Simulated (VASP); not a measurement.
C:

```
CELL_PARAMETERS angstrom
2.52207 0.00000 0.00000
1.26103 2.18417 0.00000
1.26103 0.72806 2.05926
ATOMIC_POSITIONS crystal
C 0.00000 0.00000 0.00000
C 0.25000 0.25000 0.25000
```

Program: VASP 6.6.1. Alike in all runs: task single point; potentials or basis VASP PAW PBE potentials, release 64 (C); no spin polarisation; cell as given; k mesh 3 × 3 × 3; smearing fermi-dirac 0.15 eV.

Problem. Order these runs on this cell by their band gap on the k mesh, lowest first.
A. level B3LYP; cutoff (eV) 520; grid for exact exchange (PRECFOCK) Normal
B. level PBE; cutoff (eV) 600
C. level r2SCAN; cutoff (eV) 660

Solution. B (4.11 eV), C (4.30 eV), A (6.21 eV).

Caveats: all runs use coarse meshes.

A k mesh can miss the band edges.
